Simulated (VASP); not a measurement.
# Sn (P6_3/mmc) in VASP: notebook

Runs on Sn. Level: PBE. Tasks: single point, relaxation of cell and atoms.

Everything below comes from runs of VASP 6.6.1. Logs are shortened: lines on timing, memory, paths and dates and some standing lists are left out, and cuts for length are marked.

### Step 1. The cell of the first run

The structure is hexagonal, space group P6_3/mmc (No. 194). Conventional cell: a = 3.422 Å, b = 3.422 Å, c = 5.689 Å, α = 90.00°, β = 90.00°, γ = 120.00°. Sn (site symmetry -6m2) has 12 Sn at 3.42 to 3.46 Å within 4.5 Å.

This isn't the form of Sn at room conditions, which is tetragonal (white tin).

### Step 2. Single point, PBE (28.84 Å³/atom)

File INCAR:

```
  ALGO = Normal
  EDIFF = 1E-7
  ENCUT = 520
  GGA = PE
  ISIF = 2
  ISMEAR = -1
  LASPH = T
  LCHARG = F
  LREAL = F
  LWAVE = F
  NBANDS = 21
  NELM = 80
  PREC = Accurate
  SIGMA = 0.1
```

File KPOINTS:

```
k-points
0
Gamma
  12 12 7
```

File POSCAR:

```
Sn
1.0
    3.4217272899      0.0000000000      0.0000000000
   -1.7108636449      2.9633027579      0.0000000000
    0.0000000000      0.0000000000      5.6889102810
Sn
2
Direct
    0.3333333333      0.6666666667      0.2500000000
    0.6666666667      0.3333333333      0.7500000000
```

Potentials or basis: VASP PAW PBE potentials, release 64 (Sn_d).

Started as:

```
> cat potpaw_PBE.64/Sn_d/POTCAR > POTCAR
> mpirun -np 1 vasp_std > vasp.out
```

OUTCAR:

```text
EDIFF = 1E-7
   ENCUT = 520
   GGA = PE
   ISIF = 2
   ISMEAR = -1
   LASPH = T
   LREAL = F
   NELM = 80
   PREC = Accurate

 ion  position               nearest neighbor table
   1  0.333  0.667  0.250-   2 3.46   2 3.46   2 3.46   2 3.46   2 3.46   2 3.46
   2  0.667  0.333  0.750-   1 3.46   1 3.46   1 3.46   1 3.46   1 3.46   1 3.46

  LATTYP: Found a hexagonal cell.
 ALAT       =     3.4217272899
 C/A-ratio  =     1.6625843614

  Lattice vectors:

 A1 = (   3.4217272899,   0.0000000000,   0.0000000000)
 A2 = (  -1.7108636449,   2.9633027579,   0.0000000000)
 A3 = (   0.0000000000,   0.0000000000,   5.6889102810)

Analysis of symmetry for initial positions (statically):
=====================================================================
 Subroutine PRICEL returns:
 Original cell was already a primitive cell.

 Routine SETGRP: Setting up the symmetry group for a
 hexagonal supercell.

 Subroutine GETGRP returns: Found 24 space group operations
 (whereof 12 operations were pure point group operations)
 out of a pool of 24 trial point group operations.

The static configuration has the point symmetry D_3d.
 The point group associated with its full space group is D_6h.

Analysis of symmetry for dynamics (positions and initial velocities):
=====================================================================
 Subroutine PRICEL returns:
 Original cell was already a primitive cell.

 Routine SETGRP: Setting up the symmetry group for a
 hexagonal supercell.

 Subroutine GETGRP returns: Found 24 space group operations
 (whereof 12 operations were pure point group operations)
 out of a pool of 24 trial point group operations.

The dynamic configuration has the point symmetry D_3d.
 The point group associated with its full space group is D_6h.

 Subroutine INISYM returns: Found 24 space group operations
 (whereof 12 operations are pure point group operations),
 and found     1 'primitive' translations

----------------------------------------------------------------------------------------

                                     Primitive cell

  volume of cell :      57.6834

  direct lattice vectors                    reciprocal lattice vectors
     3.421727290  0.000000000  0.000000000     0.292250058  0.168730650  0.000000000
    -1.710863645  2.963302758  0.000000000     0.000000000  0.337461300  0.000000000
     0.000000000  0.000000000  5.688910281     0.000000000  0.000000000  0.175780589

[... 79 lines left out ...]
   LSORBIT =      F    spin-orbit coupling
   LASPH  =      T    aspherical Exc in radial PAW
   ENCUT  =  520.0 eV  38.22 Ry    6.18 a.u.   6.36  6.36 10.58*2*pi/ulx,y,z
   NELM   =     80;   NELMIN=  2; NELMDL= -5     # of ELM steps
   EDIFF  = 0.1E-06   stopping-criterion for ELM
   LREAL  =      F    real-space projection
   EDIFFG = 0.1E-05   stopping-criterion for IOM
   NSW    =      0    number of steps for IOM
   IBRION =     -1    ionic relax: 0-MD 1-quasi-New 2-CG
   NFREE  =      0    steps in history (QN), initial steepest desc. (CG)
   ISIF   =      2    stress and relaxation
   ISYM   =      2    0-nonsym 1-usesym 2-fastsym
   POTIM  = 0.5000    time-step for ionic-motion
   TEBEG  =    0.0;   TEEND  =   0.0 temperature during run
   PSTRESS=    0.0 pullay stress
   NELECT =      28.0000    total number of electrons
   NUPDOWN=      -1.0000    fix difference up-down
   EMIN   =  10.00;   EMAX   =-10.00  energy-range for DOS
   EFERMI =   0.00;   METHOD = LEGACY
   ISMEAR =    -1;   SIGMA  =   0.10  broadening in eV -4-tet -1-fermi 0-gaus
   EFERMI_NEDOS =   21; number of points for ismear=-14 and -15
   IALGO  =     38    algorithm
   IMIX   =      4    mixing-type and parameters
     AMIX     =   0.40;   BMIX     =  1.00
     AMIX_MAG =   1.60;   BMIX_MAG =  1.00
  volume/ion in A,a.u.               =      28.84       194.63
  Fermi-wavevector in a.u.,A,eV,Ry     =   1.286601  2.431324 22.522310  1.655343
  Thomas-Fermi vector in A             =   2.418666
   LORBIT       =      0    0 simple, 1 ext, 2 COOP (PROOUT), +10 PAW based schemes
   GGA     = PE    functional components
   LHFCALC =     F    Hartree Fock is set to
   AEXX    =    0.0000 exact exchange contribution
   IVDW    =     0    specifies the selected vdW correction
   LEPSILON=     F    determine dielectric tensor
   LRPA    =     F    only Hartree local field effects (RPA)
 non-spin polarized calculation
  energy-cutoff  :      520.00
  volume of cell :       57.68
 maximum number of plane-waves:      1574
 NGX is ok and might be reduce to    28
   NGX = 13   NGY = 13   NGZ = 21

 number of electron      28.0000006 magnetization

 Free energy of the ion-electron system (eV)
  ---------------------------------------------------
  ext. energy  EPLUGINS =         0.00000000
  ---------------------------------------------------
  free energy    TOTEN  =        -7.56226570 eV

  energy without entropy =       -7.51193253  energy(sigma->0) =       -7.53709911

 E-fermi :   7.3939     XC(G=0): -10.0907

 val. band max:        7.3913018428   @ k =   0.2500   0.0833   0.2857
 cond. band min:       7.4287252328   @ k =   0.0833   0.0833   0.4286
 fundamental gap:      0.0374233900
 Fermi energy:         7.3938523006

 k-point     1 :       0.0000    0.0000    0.0000
  band No.  band energies     occupation
      1     -14.1174      2.00000
      2     -14.1097      2.00000
      3     -14.1034      2.00000
      4     -14.1034      2.00000
      5     -14.0955      2.00000
      6     -14.0955      2.00000
[... 565 lines left out ...]
     20      15.6324      0.00000
     21      16.9688      0.00000

 [... further k-points ...]

------------------------ aborting loop because EDIFF is reached ----------------------------------------

  FORCE on cell =-STRESS in cart. coord.  units (eV):
  Direction    XX          YY          ZZ          XY          YZ          ZX
  --------------------------------------------------------------------------------------
  -------------------------------------------------------------------------------------
  Total       -0.4824020     -0.4824020     -0.8002606     -0.0000000      0.0000000     -0.0000000
  in kB      -13.3989005    -13.3989005    -22.2275456     -0.0000000      0.0000000     -0.0000000
  external PRESSURE =     -16.3417822 kB  Pullay stress =       0.0000000 kB

 VOLUME and BASIS-vectors are now :
 -----------------------------------------------------------------------------
  energy-cutoff  :      520.00
  volume of cell :       57.68
      direct lattice vectors                 reciprocal lattice vectors
     3.421727290  0.000000000  0.000000000     0.292250058  0.168730650  0.000000000
    -1.710863645  2.963302758  0.000000000     0.000000000  0.337461300  0.000000000
     0.000000000  0.000000000  5.688910281     0.000000000  0.000000000  0.175780589

 POSITION                                       TOTAL-FORCE (eV/Angst)
 -----------------------------------------------------------------------------------
     -0.00000      1.97554      1.42223         0.000000     -0.000000      0.000000
      1.71086      0.98777      4.26668        -0.000000      0.000000      0.000000
 -----------------------------------------------------------------------------------
    total drift:                               -0.000000      0.000000      0.000000

  FREE ENERGIE OF THE ION-ELECTRON SYSTEM (eV)
  ---------------------------------------------------
  free  energy   TOTEN  =        -7.5622656979 eV

  energy  without entropy=       -7.5119325266  energy(sigma->0) =       -7.53709911
```

OSZICAR:

```text
N       E                     dE             d eps       ncg     rms          rms(c)
DAV:   1     0.224771406860E+03    0.22477E+03   -0.14765E+04  3260   0.206E+03
DAV:   2     0.162950574016E+02   -0.20848E+03   -0.20390E+03  3222   0.461E+02
DAV:   3    -0.685747357642E+01   -0.23153E+02   -0.22960E+02  3695   0.135E+02
DAV:   4    -0.756001868130E+01   -0.70255E+00   -0.70165E+00  3708   0.262E+01
DAV:   5    -0.758462222845E+01   -0.24604E-01   -0.24603E-01  4429   0.489E+00    0.166E+00
DAV:   6    -0.756780730675E+01    0.16815E-01   -0.27989E-02  4270   0.211E+00    0.915E-01
DAV:   7    -0.756246849402E+01    0.53388E-02   -0.15764E-02  4333   0.156E+00    0.121E-01
DAV:   8    -0.756225512136E+01    0.21337E-03   -0.13482E-03  4166   0.514E-01    0.242E-02
DAV:   9    -0.756226272600E+01   -0.76046E-05   -0.36136E-05  4403   0.500E-02    0.113E-02
DAV:  10    -0.756226566945E+01   -0.29434E-05   -0.42425E-06  3725   0.188E-02    0.993E-04
DAV:  11    -0.756226579929E+01   -0.12985E-06   -0.15579E-07  2671   0.531E-03    0.153E-04
DAV:  12    -0.756226567044E+01    0.12886E-06   -0.26976E-08  2226   0.212E-03    0.159E-04
DAV:  13    -0.756226569793E+01   -0.27494E-07   -0.10432E-08  2021   0.129E-03
   1 F= -.75622657E+01 E0= -.75370991E+01  d E =-.503332E-01
```

stdout:

```text
POSCAR found type information on POSCAR Sn
 POSCAR found :  1 types and       2 ions
 scaLAPACK will be used
 LDA part: xc-table for (Slater+PW92), standard interpolation
 POSCAR, INCAR and KPOINTS ok, starting setup
 FFT: planning ... GRIDC
 FFT: planning ... GRID_SOFT
 FFT: planning ... GRID
 WAVECAR not read
 entering main loop
```

Wall time 35 s (1 thread of Intel Xeon 6975P-C (Granite Rapids), shared host); peak memory 0.21 GiB.

What came out:

* Free energy: -7.5623 eV
* Pressure: -1.6 GPa
* Band gap on the k mesh: zero (bands 14 and 15 overlap by 7.74 eV)

Levels at points of the mesh, in eV from the Fermi level:
```tsv
k point	band 12	band 13	band 14	band 15	band 16	band 17
(0.00, 0.00, 0.00)	-6.83	-4.32	5.63	5.63	7.07	7.22
(0.50, 0.00, 0.00)	-5.74	-2.46	-1.49	-0.65	1.29	2.18
```

Caveat: spin-orbit coupling is left out, which moves the levels of the heavy elements.

### Step 3. Single point, PBE (29.95 Å³/atom)

This run uses another cell than the first one, of 29.95 Å³/atom.

File INCAR:

```
SYSTEM = Sn
PREC = Accurate
ENCUT = 520
EDIFF = 1E-6
ISMEAR = -1
SIGMA = 0.1
LREAL = .FALSE.
LASPH = .TRUE.
NELM = 100
ALGO = Normal
ISIF = 2
LWAVE = .FALSE.
LCHARG = .TRUE.
GGA = PE
LELF = .TRUE.
LVHAR = .TRUE.
NBANDS = 21
```

File KPOINTS:

```
Automatic mesh
0
G
  12 12 7
  0 0 0
```

File POSCAR:

```
Sn
1.0
    3.4650448921      0.0000000000      0.0000000000
   -1.7325224460      3.0008169018      0.0000000000
    0.0000000000      0.0000000000      5.7609294489
Sn
2
Direct
    0.3333333333      0.6666666667      0.2500000000
    0.6666666667      0.3333333333      0.7500000000
```

Potentials or basis: VASP PAW PBE potentials, release 64 (Sn_d).

Started as:

```
> cat potpaw_PBE.64/Sn_d/POTCAR > POTCAR
> mpirun -np 1 vasp_std > vasp.out
```

OUTCAR:

```text
SYSTEM = Sn
   PREC = Accurate
   ENCUT = 520
   EDIFF = 1E-6
   ISMEAR = -1
   LREAL = .FALSE.
   LASPH = .TRUE.
   NELM = 100
   ISIF = 2
   GGA = PE

 ion  position               nearest neighbor table
   1  0.333  0.667  0.250-   2 3.51   2 3.51   2 3.51   2 3.51   2 3.51   2 3.51
   2  0.667  0.333  0.750-   1 3.51   1 3.51   1 3.51   1 3.51   1 3.51   1 3.51

  LATTYP: Found a hexagonal cell.
 ALAT       =     3.4650448921
 C/A-ratio  =     1.6625843613

  Lattice vectors:

 A1 = (   3.4650448921,   0.0000000000,   0.0000000000)
 A2 = (  -1.7325224460,   3.0008169018,   0.0000000000)
 A3 = (   0.0000000000,   0.0000000000,   5.7609294489)

Analysis of symmetry for initial positions (statically):
=====================================================================
 Subroutine PRICEL returns:
 Original cell was already a primitive cell.

 Routine SETGRP: Setting up the symmetry group for a
 hexagonal supercell.

 Subroutine GETGRP returns: Found 24 space group operations
 (whereof 12 operations were pure point group operations)
 out of a pool of 24 trial point group operations.

The static configuration has the point symmetry D_3d.
 The point group associated with its full space group is D_6h.

Analysis of symmetry for dynamics (positions and initial velocities):
=====================================================================
 Subroutine PRICEL returns:
 Original cell was already a primitive cell.

 Routine SETGRP: Setting up the symmetry group for a
 hexagonal supercell.

 Subroutine GETGRP returns: Found 24 space group operations
 (whereof 12 operations were pure point group operations)
 out of a pool of 24 trial point group operations.

The dynamic configuration has the point symmetry D_3d.
 The point group associated with its full space group is D_6h.

 Subroutine INISYM returns: Found 24 space group operations
 (whereof 12 operations are pure point group operations),
 and found     1 'primitive' translations

[... 108 lines left out ...]
   EFERMI =   0.00;   METHOD = LEGACY
   ISMEAR =    -1;   SIGMA  =   0.10  broadening in eV -4-tet -1-fermi 0-gaus
   EFERMI_NEDOS =   21; number of points for ismear=-14 and -15
   IALGO  =     38    algorithm
   IMIX   =      4    mixing-type and parameters
     AMIX     =   0.40;   BMIX     =  1.00
     AMIX_MAG =   1.60;   BMIX_MAG =  1.00
  volume/ion in A,a.u.               =      29.95       202.12
  Fermi-wavevector in a.u.,A,eV,Ry     =   1.270517  2.400929 21.962713  1.614214
  Thomas-Fermi vector in A             =   2.403500
   LORBIT       =      0    0 simple, 1 ext, 2 COOP (PROOUT), +10 PAW based schemes
   GGA     = PE    functional components
   LHFCALC =     F    Hartree Fock is set to
   AEXX    =    0.0000 exact exchange contribution
   IVDW    =     0    specifies the selected vdW correction
   LEPSILON=     F    determine dielectric tensor
   LRPA    =     F    only Hartree local field effects (RPA)
 non-spin polarized calculation
  energy-cutoff  :      520.00
  volume of cell :       59.90
 maximum number of plane-waves:      1637
 NGX is ok and might be reduce to    28
   NGX = 13   NGY = 13   NGZ = 21

 number of electron      28.0000000 magnetization

 Free energy of the ion-electron system (eV)
  ---------------------------------------------------
  ext. energy  EPLUGINS =         0.00000000
  ---------------------------------------------------
  free energy    TOTEN  =        -7.53105940 eV

  energy without entropy =       -7.47955481  energy(sigma->0) =       -7.50530711

 E-fermi :   6.9685     XC(G=0):  -9.9186

 val. band max:        6.9637400868   @ k =   0.3333   0.2500   0.0000
 cond. band min:       6.9843839733   @ k =   0.0833   0.0833   0.4286
 fundamental gap:      0.0206438865
 Fermi energy:         6.9685225440

 k-point     1 :       0.0000    0.0000    0.0000
  band No.  band energies     occupation
      1     -14.5295      2.00000
      2     -14.5213      2.00000
      3     -14.5171      2.00000
      4     -14.5171      2.00000
      5     -14.5103      2.00000
      6     -14.5103      2.00000
[... 565 lines left out ...]
     20      15.0266      0.00000
     21      16.3953      0.00000

 [... further k-points ...]

------------------------ aborting loop because EDIFF is reached ----------------------------------------

  FORCE on cell =-STRESS in cart. coord.  units (eV):
  Direction    XX          YY          ZZ          XY          YZ          ZX
  --------------------------------------------------------------------------------------
  -------------------------------------------------------------------------------------
  Total       -1.0268011     -1.0268011     -1.2670762     -0.0000000      0.0000000     -0.0000000
  in kB      -27.4635078    -27.4635078    -33.8900645     -0.0000000      0.0000000     -0.0000000
  external PRESSURE =     -29.6056933 kB  Pullay stress =       0.0000000 kB

 VOLUME and BASIS-vectors are now :
 -----------------------------------------------------------------------------
  energy-cutoff  :      520.00
  volume of cell :       59.90
      direct lattice vectors                 reciprocal lattice vectors
     3.465044892  0.000000000  0.000000000     0.288596550  0.166621296  0.000000000
    -1.732522446  3.000816902  0.000000000     0.000000000  0.333242591  0.000000000
     0.000000000  0.000000000  5.760929449     0.000000000  0.000000000  0.173583101

 POSITION                                       TOTAL-FORCE (eV/Angst)
 -----------------------------------------------------------------------------------
     -0.00000      2.00054      1.44023         0.000000     -0.000000      0.000000
      1.73252      1.00027      4.32070        -0.000000      0.000000      0.000000
 -----------------------------------------------------------------------------------
    total drift:                               -0.000000      0.000000      0.000000

  FREE ENERGIE OF THE ION-ELECTRON SYSTEM (eV)
  ---------------------------------------------------
  free  energy   TOTEN  =        -7.5310594029 eV

  energy  without entropy=       -7.4795548130  energy(sigma->0) =       -7.50530711
```

stdout:

```text
POSCAR found type information on POSCAR Sn
 POSCAR found :  1 types and       2 ions
 scaLAPACK will be used
 LDA part: xc-table for (Slater+PW92), standard interpolation
 POSCAR, INCAR and KPOINTS ok, starting setup
 FFT: planning ... GRIDC
 FFT: planning ... GRID_SOFT
 FFT: planning ... GRID
 WAVECAR not read
 entering main loop
```

Wall time 38 s (1 thread of Intel Xeon 6975P-C (Granite Rapids), shared host); peak memory 0.22 GiB.

Results:

```
Free energy            : -7.5311 eV
Pressure               : -3.0 GPa
Band gap on the k mesh : zero (bands 14 and 15 overlap by 7.43 eV)
```

Caveat: spin-orbit coupling is left out, which moves the levels of the heavy elements.

### Step 4. Single point, PBE (31.06 Å³/atom)

This run uses another cell than the first one, of 31.06 Å³/atom.

File INCAR:

```
SYSTEM = Sn
  ALGO = Normal
  EDIFF = 1E-6
  ENCUT = 520
  GGA = PE
  ISIF = 2
  ISMEAR = -1
  LASPH = .TRUE.
  LCHARG = .TRUE.
  LELF = .TRUE.
  LREAL = .FALSE.
  LVHAR = .TRUE.
  LWAVE = .FALSE.
  NBANDS = 21
  NELM = 100
  PREC = Accurate
  SIGMA = 0.1
```

File KPOINTS:

```
k-points
0
G
  12 12 7
  0 0 0
```

File POSCAR:

```
Sn
1.0
    3.5073057021      0.0000000000      0.0000000000
   -1.7536528511      3.0374158369      0.0000000000
    0.0000000000      0.0000000000      5.8311916108
Sn
2
Direct
    0.3333333333      0.6666666667      0.2500000000
    0.6666666667      0.3333333333      0.7500000000
```

Started as:

```
> cat potpaw_PBE.64/Sn_d/POTCAR > POTCAR
> mpirun -np 1 vasp_std > vasp.out
```

Run time: 32 s. Hardware: 1 thread of Intel Xeon 6975P-C (Granite Rapids), shared host; peak memory 0.22 GiB.

The run converged. Its results:

```
Free energy            : -7.4836 eV
Pressure               : -4.0 GPa
Band gap on the k mesh : zero (bands 14 and 15 overlap by 7.15 eV)
```

Stress tensor (GPa, compression positive):
```
-3.86  0.00  0.00
 0.00 -3.86  0.00
 0.00  0.00 -4.28
```

Levels at points of the mesh, in eV from the Fermi level:
| k point | band 12 | band 13 | band 14 | band 15 | band 16 | band 17 |
| --- | --- | --- | --- | --- | --- | --- |
| (0.00, 0.00, 0.00) | -6.72 | -3.95 | 5.22 | 5.22 | 6.51 | 6.67 |
| (0.50, 0.00, 0.00) | -5.61 | -2.45 | -1.39 | -0.54 | 1.33 | 2.08 |

Caveat: the cell stands under tension; spin-orbit coupling is left out, which moves the levels of the heavy elements.

(Part 1 of 2 ends here.)
